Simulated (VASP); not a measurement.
Input of a VASP 6.6.1 run:

The input INCAR:

```
SYSTEM = Ti
  PREC = Accurate
  ENCUT = 520
  EDIFF = 1E-6
  ISMEAR = 0
  SIGMA = 0.15
  LREAL = .FALSE.
  LASPH = .TRUE.
  NELM = 80
  ALGO = Normal
  ISIF = 2
  LWAVE = .FALSE.
  LCHARG = .FALSE.
  GGA = CA
  NBANDS = 12
```

Contents of KPOINTS:

```
regular mesh
0
G
  20 20 20
  0 0 0
```

File POSCAR:

```
Ti
1.0
   -1.5917700000      1.5917700000      1.5917700000
    1.5917700000     -1.5917700000      1.5917700000
    1.5917700000      1.5917700000     -1.5917700000
Ti
1
Direct
    0.0000000000      0.0000000000      0.0000000000
```

Potentials or basis: VASP PAW LDA potentials, release 64 (Ti_sv).

Run with:

```bash
$ cat potpaw_LDA.64/Ti_sv/POTCAR > POTCAR
$ mpirun -np 1 vasp_std > vasp.out
```

(1) Estimate the band gap on the k mesh.

(2) Predict the pressure.

Results:

(1) zero (band 6 reaches 9.65 eV, above the bottom of band 7 at 7.91 eV).

(2) -2.1 GPa.

Caveat: the cell differs from its parent crystal (strain -0.030 along x and y, -0.030 along z).
